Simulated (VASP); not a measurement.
Runs of VASP 6.6.1 on FeGe (B20). The structure is that of space group P2_13 (No. 198), or close to it. The cells are those of the table. 

| cell | gap on the mesh (eV) | pressure (GPa) | largest force (eV/Å) |
| --- | --- | --- | --- |
| a = 4.399 Å, 8 atoms | 0.08 | (a) | 0.06 |
| a = 4.344 Å, 8 atoms | 0.08 | 39.2 | 0.06 |
| a = 4.604 Å, 8 atoms | 0.10 | -7.3 | 0.05 |
| a = 4.554 Å, 8 atoms | 0.10 | -1.4 | 0.05 |

Alike in all rows: task single point; level LDA; potentials or basis VASP PAW LDA potentials, release 64 (Fe, Ge_d); no spin polarisation; k mesh 10 × 10 × 10; cutoff (eV) 520; smearing gaussian 0.03 eV.

Task: Fill in the values left out.

Result: (a) 25.9.

A k mesh can miss the band edges, and the runs leave out spin-orbit coupling on Ge.
